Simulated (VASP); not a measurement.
A run of VASP 6.6.1:

The input INCAR:

```
  PREC = Accurate
  ENCUT = 600
  EDIFF = 1E-7
  ISMEAR = 0
  SIGMA = 0.01
  LREAL = False
  LASPH = True
  NELM = 100
  ALGO = Normal
  ISIF = 3
  LWAVE = False
  LCHARG = False
  GGA = PS
  IBRION = 2
  NSW = 60
  EDIFFG = -0.03
```

Contents of KPOINTS:

```
Automatic mesh
0
Gamma
  6 6 6
```

File POSCAR:

```
CuI
1.0
    4.2871880000      0.0000000000      0.0000000000
    2.1435940000      3.7128137188      0.0000000000
    2.1435940000      1.2376045729      3.5004743438
Cu I
1 1
Direct
    0.2500000000      0.2500000000      0.2500000000
    0.0000000000      0.0000000000      0.0000000000
```

Potentials or basis: VASP PAW PBE potentials, release 64 (Cu, I).

The run is started by

```sh
$ cat potpaw_PBE.64/Cu/POTCAR potpaw_PBE.64/I/POTCAR > POTCAR
$ mpirun -np 1 vasp_std > vasp.out
```

Hardware: 1 thread of Intel(R) Xeon(R) Platinum 8559C (Emerald Rapids) (shared host).

Question: Estimate the wall time of this run.

Answer: It took 32 s on 1 thread of Intel(R) Xeon(R) Platinum 8559C (Emerald Rapids), on a shared host, peak memory 0.21 GiB. Counts: scf iterations 39, k points 16, ion steps 3.
